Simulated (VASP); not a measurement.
# AlNi (C2/m) in VASP: a series of runs

Runs on AlNi. Level: PBE. Tasks: single point.

All numbers are computed with VASP 6.6.1; they aren't measurements. Logs are shortened: lines on timing, memory, paths and dates and some standing lists are left out, and cuts for length are marked.

## (1) The cell of the first run

The structure is monoclinic, space group C2/m (No. 12). The conventional cell has a = 4.570 Å, b = 2.771 Å, c = 4.083 Å, α = 90.00°, β = 109.27°, γ = 90.00°. Within 3.3 Å of Ni (site symmetry 2/m) lie 6 Al at 2.47 to 2.51 Å and 6 Ni at 2.67 to 2.77 Å. Al (site symmetry 2/m) has 6 Ni at 2.47 to 2.51 Å and 6 Al at 2.67 to 2.77 Å within 3.3 Å.

## (2) Single point, PBE, collinear spin, ferromagnetic start

The input, INCAR:

```
SYSTEM = AlNi
  PREC = Accurate
  ENCUT = 520
  EDIFF = 1E-6
  ISMEAR = -1
  SIGMA = 0.05
  LREAL = .False.
  LASPH = .True.
  NELM = 150
  ALGO = Normal
  ISIF = 2
  LWAVE = .False.
  LCHARG = .True.
  ISPIN = 2
  MAGMOM = 1 0
  LORBIT = 11
  LMAXMIX = 4
  GGA = PE
  LELF = .True.
  LVHAR = .True.
  NBANDS = 18
```

The input, KPOINTS:

```
regular mesh
0
Gamma
  11 11 7
  0 0 0
```

The input, POSCAR:

```
AlNi
1.0
    2.2852397227     -1.3853194495      0.0000000000
    2.2852397227      1.3853194495      0.0000000000
   -1.3473470277      0.0000000000      3.8547913226
Ni Al
1 1
Direct
    0.5000000000      0.5000000000      0.5000000000
    0.0000000000      0.0000000000      0.0000000000
```

Potentials or basis: VASP PAW PBE potentials, release 64 (Ni, Al).

The run is started by

```bash
cat potpaw_PBE.64/Ni/POTCAR potpaw_PBE.64/Al/POTCAR > POTCAR
mpirun -np 1 vasp_std > vasp.out
```

OUTCAR:

```text
SYSTEM = AlNi
   PREC = Accurate
   ENCUT = 520
   EDIFF = 1E-6
   ISMEAR = -1
   LREAL = .False.
   LASPH = .True.
   NELM = 150
   ISIF = 2
   ISPIN = 2
   LORBIT = 11
   GGA = PE

 ion  position               nearest neighbor table
   1  0.500  0.500  0.500-   2 2.47   2 2.47   2 2.47   2 2.47   2 2.51   2 2.51
   2  0.000  0.000  0.000-   1 2.47   1 2.47   1 2.47   1 2.47   1 2.51   1 2.51

  LATTYP: Found a base centered monoclinic cell.
 ALAT       =     4.5704794454
 B/A-ratio  =     0.6062031198
 C/A-ratio  =     0.8934454424
 COS(beta)  =    -0.3299511685

  Lattice vectors:

 A1 = (   2.2852397227,  -1.3853194495,   0.0000000000)
 A2 = (   2.2852397227,   1.3853194495,   0.0000000000)
 A3 = (  -1.3473470277,   0.0000000000,   3.8547913226)

Analysis of symmetry for initial positions (statically):
=====================================================================
 Subroutine PRICEL returns:
 Original cell was already a primitive cell.

 Routine SETGRP: Setting up the symmetry group for a
 base centered monoclinic supercell.

 Subroutine GETGRP returns: Found  4 space group operations
 (whereof  4 operations were pure point group operations)
 out of a pool of  4 trial point group operations.

The static configuration has the point symmetry C_2h.

Analysis of symmetry for dynamics (positions and initial velocities):
=====================================================================
 Subroutine PRICEL returns:
 Original cell was already a primitive cell.

 Routine SETGRP: Setting up the symmetry group for a
 base centered monoclinic supercell.

 Subroutine GETGRP returns: Found  4 space group operations
 (whereof  4 operations were pure point group operations)
 out of a pool of  4 trial point group operations.

The dynamic configuration has the point symmetry C_2h.

Analysis of structural, dynamic, and magnetic symmetry:
=====================================================================
 Subroutine PRICEL returns:
 Original cell was already a primitive cell.

 Routine SETGRP: Setting up the symmetry group for a
 base centered monoclinic supercell.

 Subroutine GETGRP returns: Found  4 space group operations
 (whereof  4 operations were pure point group operations)
 out of a pool of  4 trial point group operations.

The overall configuration has the point symmetry C_2h.

 Subroutine INISYM returns: Found  4 space group operations
 (whereof  4 operations are pure point group operations),
 and found     1 'primitive' translations

----------------------------------------------------------------------------------------

                                     Primitive cell

  volume of cell :      24.4069

  direct lattice vectors                    reciprocal lattice vectors
     2.285239723 -1.385319450  0.000000000     0.218795427 -0.360927583  0.076474533
     2.285239723  1.385319450  0.000000000     0.218795427  0.360927583  0.076474533
    -1.347347028  0.000000000  3.854791323     0.000000000  0.000000000  0.259417415

  length of vectors
     2.672345518  2.672345518  4.083474030     0.428938822  0.428938822  0.259417415

  position of ions in fractional coordinates (direct lattice)
     0.500000000  0.500000000  0.500000000
     0.000000000  0.000000000  0.000000000

  ion indices of the primitive-cell ions
   primitive index   ion index
                 1           1
                 2           2

----------------------------------------------------------------------------------------

 KPOINTS: regular mesh

Automatic generation of k-mesh.
 Grid dimensions read from file:
 generate k-points for:   11   11    7

 Generating k-lattice:

  Cartesian coordinates                     Fractional coordinates (reciprocal lattice)
     0.019890493 -0.032811598  0.006952230     0.090909091  0.000000000  0.000000000
     0.019890493  0.032811598  0.006952230     0.000000000  0.090909091  0.000000000
     0.000000000  0.000000000  0.037059631     0.000000000  0.000000000  0.142857143

  Length of vectors
     0.038994438  0.038994438  0.037059631

  Shift w.r.t. Gamma in fractional coordinates (k-lattice)
     0.000000000  0.000000000  0.000000000

 Subroutine IBZKPT returns following result:
 ===========================================

 Found    234 irreducible k-points:

 Following reciprocal coordinates:
            Coordinates               Weight
  0.000000  0.000000  0.000000      1.000000
  0.090909  0.000000 -0.000000      4.000000
  0.181818 -0.000000  0.000000      4.000000
  0.272727 -0.000000  0.000000      4.000000
  0.363636  0.000000  0.000000      4.000000
  0.454545  0.000000 -0.000000      4.000000
[... 16 lines left out ...]
 -0.272727  0.181818  0.000000      4.000000
 -0.181818  0.181818  0.000000      2.000000
 [... further k-points ...]
   k-points           NKPTS =    234   k-points in BZ     NKDIM =    234   number of bands    NBANDS=     18
   number of dos      NEDOS =    301   number of ions     NIONS =      2
   total plane-waves  NPLWV =  12000
   dimension x,y,z NGX =    20 NGY =   20 NGZ =   30
   dimension x,y,z NGXF=    40 NGYF=   40 NGZF=   60
   ions per type =               1   1
   NGX,Y,Z   is equivalent  to a cutoff of  12.44, 12.44, 12.21 a.u.
   NGXF,Y,Z  is equivalent  to a cutoff of  24.88, 24.88, 24.43 a.u.
 SYSTEM =  AlNi
   PREC   = accura    normal or accurate (medium, high low for compatibility)
   ISTART =      0    job   : 0-new  1-cont  2-samecut
   ICHARG =      2    charge: 1-file 2-atom 10-const
   ISPIN  =      2    spin polarized calculation?
   LNONCOLLINEAR =      F non collinear calculations
   LSORBIT =      F    spin-orbit coupling
   LASPH  =      T    aspherical Exc in radial PAW
   ENCUT  =  520.0 eV  38.22 Ry    6.18 a.u.   4.97  4.97  7.59*2*pi/ulx,y,z
   NELM   =    150;   NELMIN=  2; NELMDL= -5     # of ELM steps
   EDIFF  = 0.1E-05   stopping-criterion for ELM
   LREAL  =      F    real-space projection
[... 7 lines left out ...]
   TEBEG  =    0.0;   TEEND  =   0.0 temperature during run
   PSTRESS=    0.0 pullay stress
   NELECT =      13.0000    total number of electrons
   NUPDOWN=      -1.0000    fix difference up-down
   EMIN   =  10.00;   EMAX   =-10.00  energy-range for DOS
   EFERMI =   0.00;   METHOD = LEGACY
   ISMEAR =    -1;   SIGMA  =   0.05  broadening in eV -4-tet -1-fermi 0-gaus
   EFERMI_NEDOS =   21; number of points for ismear=-14 and -15
   IALGO  =     38    algorithm
   IMIX   =      4    mixing-type and parameters
     AMIX     =   0.40;   BMIX     =  1.00
     AMIX_MAG =   1.60;   BMIX_MAG =  1.00
  volume/ion in A,a.u.               =      12.20        82.35
  Fermi-wavevector in a.u.,A,eV,Ry     =   1.327043  2.507748 23.960457  1.761044
  Thomas-Fermi vector in A             =   2.456385
   LORBIT       =     11    0 simple, 1 ext, 2 COOP (PROOUT), +10 PAW based schemes
   GGA     = PE    functional components
   LHFCALC =     F    Hartree Fock is set to
   AEXX    =    0.0000 exact exchange contribution
   IVDW    =     0    specifies the selected vdW correction
   LEPSILON=     F    determine dielectric tensor
   LRPA    =     F    only Hartree local field effects (RPA)
 spin polarized calculation
  energy-cutoff  :      520.00
  volume of cell :       24.41
 maximum number of plane-waves:       673
   NGX =  9   NGY =  9   NGZ = 15

 number of electron      13.0000000 magnetization      -0.0025502

 number of electron      13.0000000 magnetization       0.0007871

 Free energy of the ion-electron system (eV)
  ---------------------------------------------------
  ext. energy  EPLUGINS =         0.00000000
  ---------------------------------------------------
  free energy    TOTEN  =       -10.03085698 eV

  energy without entropy =      -10.02350299  energy(sigma->0) =      -10.02717999

 E-fermi :   9.5960     XC(G=0): -11.9466

 val. band max:        9.5861001060   @ k =   0.4545   0.1818   0.4286
 cond. band min:       9.6093399793   @ k =  -0.4545   0.1818   0.1429
 fundamental gap:      0.0232398734
 Fermi energy:         9.5959723177

 spin component 1

 k-point     1 :       0.0000    0.0000    0.0000
  band No.  band energies     occupation
      1      -1.4025      1.00000
      2       5.9057      1.00000
      3       7.7049      1.00000
      4       7.8714      1.00000
      5       8.0099      1.00000
      6       8.1865      1.00000
[... 10 lines left out ...]
     17      29.8709      0.00000
     18      30.7466      0.00000
[... 463 lines left out ...]
 k-point    24 :      -0.1818    0.1818    0.0000
  band No.  band energies     occupation
      1       1.1042      1.00000
      2       6.5544      1.00000
      3       6.9220      1.00000
      4       7.1843      1.00000
      5       7.8766      1.00000
      6       8.7913      1.00000
[... 10 lines left out ...]
     17      33.9497      0.00000
     18      34.7696      0.00000

 [... further k-points ...]

 spin component 2

 k-point     1 :       0.0000    0.0000    0.0000
  band No.  band energies     occupation
      1      -1.4026      1.00000
      2       5.9062      1.00000
      3       7.7058      1.00000
      4       7.8713      1.00000
      5       8.0109      1.00000
      6       8.1872      1.00000
[... 10 lines left out ...]
     17      29.8708      0.00000
     18      30.7467      0.00000
[... 463 lines left out ...]
 k-point    24 :      -0.1818    0.1818    0.0000
  band No.  band energies     occupation
      1       1.1041      1.00000
      2       6.5548      1.00000
      3       6.9226      1.00000
      4       7.1851      1.00000
      5       7.8772      1.00000
      6       8.7925      1.00000
[... 10 lines left out ...]
     17      33.9497      0.00000
     18      34.7696      0.00000

 [... further k-points ...]

------------------------ aborting loop because EDIFF is reached ----------------------------------------

  FORCE on cell =-STRESS in cart. coord.  units (eV):
  Direction    XX          YY          ZZ          XY          YZ          ZX
  --------------------------------------------------------------------------------------
  -------------------------------------------------------------------------------------
  Total        0.9218898      0.6160467      0.9230368      0.0000000      0.0000000     -0.1056448
  in kB       60.5169501     40.4400484     60.5922437      0.0000000      0.0000000     -6.9349941
  external PRESSURE =      53.8497474 kB  Pullay stress =       0.0000000 kB

 VOLUME and BASIS-vectors are now :
 -----------------------------------------------------------------------------
  energy-cutoff  :      520.00
  volume of cell :       24.41
      direct lattice vectors                 reciprocal lattice vectors
     2.285239723 -1.385319450  0.000000000     0.218795427 -0.360927583  0.076474533
     2.285239723  1.385319450  0.000000000     0.218795427  0.360927583  0.076474533
    -1.347347028  0.000000000  3.854791323     0.000000000  0.000000000  0.259417415

 POSITION                                       TOTAL-FORCE (eV/Angst)
 -----------------------------------------------------------------------------------
      1.61157      0.00000      1.92740         0.000000     -0.000000      0.000000
      0.00000      0.00000      0.00000        -0.000000      0.000000      0.000000
 -----------------------------------------------------------------------------------
    total drift:                                0.000000      0.000000      0.000000

  FREE ENERGIE OF THE ION-ELECTRON SYSTEM (eV)
  ---------------------------------------------------
  free  energy   TOTEN  =       -10.0308569836 eV

  energy  without entropy=      -10.0235029946  energy(sigma->0) =      -10.02717999

 total charge

# of ion       s       p       d       tot
------------------------------------------
    1        0.462   0.497   8.428   9.388
    2        0.416   0.420   0.000   0.836
--------------------------------------------------
tot          0.878   0.917   8.428  10.223

 magnetization (x)

# of ion       s       p       d       tot
------------------------------------------
    1       -0.000  -0.000   0.000   0.000
    2       -0.000  -0.000   0.000  -0.000
--------------------------------------------------
tot         -0.000  -0.000   0.000   0.000
```

It took 2.8 min on 1 thread of Intel Xeon 8259CL, shared host; peak memory 0.27 GiB.

Results:

```yaml
Free_energy: -10.0309 eV
Pressure: 5.4 GPa
Net_moment: 0.00 μB per cell
Valence_electrons_inside_the_program's_atomic_spheres: Ni 9.39; Al 0.84
```

Caveat: the cell stands under pressure.

## (3) Single point, PBE, collinear spin, ferromagnetic start

This run uses another cell than the first one, of 12.45 Å³/atom.

The input, INCAR:

```
SYSTEM = AlNi
  ALGO = Fast
  EDIFF = 1E-6
  ENCUT = 520
  GGA = PE
  ISIF = 2
  ISMEAR = -1
  ISPIN = 2
  LASPH = .True.
  LCHARG = .True.
  LELF = .True.
  LMAXMIX = 4
  LORBIT = 11
  LREAL = .False.
  LVHAR = .True.
  LWAVE = .False.
  MAGMOM = 1 0
  NBANDS = 18
  NELM = 150
  PREC = Accurate
  SIGMA = 0.05
```

The input, KPOINTS:

```
k-points
0
Gamma
  11 11 7
  0 0 0
```

The input, POSCAR:

```
AlNi
1.0
    2.3006810000     -1.3946800000      0.0000000000
    2.3006810000      1.3946800000      0.0000000000
   -1.3564510000      0.0000000000      3.8808380000
Ni Al
1 1
Direct
    0.5000000000      0.5000000000      0.5000000000
    0.0000000000      0.0000000000      0.0000000000
```

Potentials or basis: VASP PAW PBE potentials, release 64 (Ni, Al).

The run is started by

```bash
cat potpaw_PBE.64/Ni/POTCAR potpaw_PBE.64/Al/POTCAR > POTCAR
mpirun -np 1 vasp_std > vasp.out
```

Run time: 2.8 min. Hardware: 1 thread of Intel Xeon 8259CL, shared host; peak memory 0.27 GiB.

It converged, with:

```yaml
Free_energy: -10.0419 eV
Pressure: 2.5 GPa
Net_moment: 0.00 μB per cell
Valence_electrons_inside_the_program's_atomic_spheres: Ni 9.36; Al 0.82
```

Stress tensor (GPa, compression positive):
```
 3.30  0.00 -0.70
 0.00  1.39  0.00
-0.70  0.00  2.70
```

Levels at points of the mesh, in eV from the Fermi level:
Spin up:
```tsv
k point	band 3	band 4	band 5	band 6	band 7	band 8	band 9	band 10	band 11	band 12
(0.00, 0.00, 0.00)	-1.84	-1.69	-1.54	-1.37	-1.25	2.73	13.62	13.91	14.85	15.16
```
Spin down:
| k point | band 4 | band 5 | band 6 | band 7 | band 8 | band 9 | band 10 | band 11 |
| --- | --- | --- | --- | --- | --- | --- | --- | --- |
| (0.00, 0.00, 0.00) | -1.69 | -1.54 | -1.37 | -1.25 | 2.73 | 13.62 | 13.91 | 14.85 |
